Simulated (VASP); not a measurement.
Runs of VASP 6.6.1 on Ta. The structure is that of space group Fm-3m (No. 225), or close to it. The cells are those of the table. 

```tsv
cell	further INCAR settings	gap on the mesh (eV)	pressure (GPa)
a = 2.936 Å, angles 120.9, 120.9, 88.4°, 1 atom	ALGO = Fast; EDIFF = 1e-07; NBANDS = 12	none	6.6
a = 3.013 Å, angles 120.9, 120.9, 88.4°, 1 atom	ALGO = Fast; EDIFF = 1e-06; NBANDS = 12	none	(a)
a = 3.049 Å, angles 120.9, 120.9, 88.4°, 1 atom	ALGO = Fast; EDIFF = 1e-06; NBANDS = 12	none	-14.3
a = 2.975 Å, angles 120.9, 120.9, 88.4°, 1 atom	ALGO = Fast; EDIFF = 1e-07; NBANDS = 12	none	-1.7
```

Alike in all rows: task single point; level PBEsol; potentials or basis VASP PAW PBE potentials, release 64 (Ta_pv); no spin polarisation; k mesh 22 × 22 × 22; cutoff (eV) 520; smearing gaussian 0.15 eV.

Q: Estimate the missing entries.

A: (a) -8.6.

Caveats: the PAW data sets were made with another functional, which shifts forces and pressure a little; spin-orbit coupling is left out, which moves the levels of the heavy elements; the cell stands under tension (at least some runs); the cell stands under pressure (at least some runs).

A k mesh can miss the band edges, and the runs leave out spin-orbit coupling on Ta.

A gap of «none» marks levels without a gap at the run's occupations.
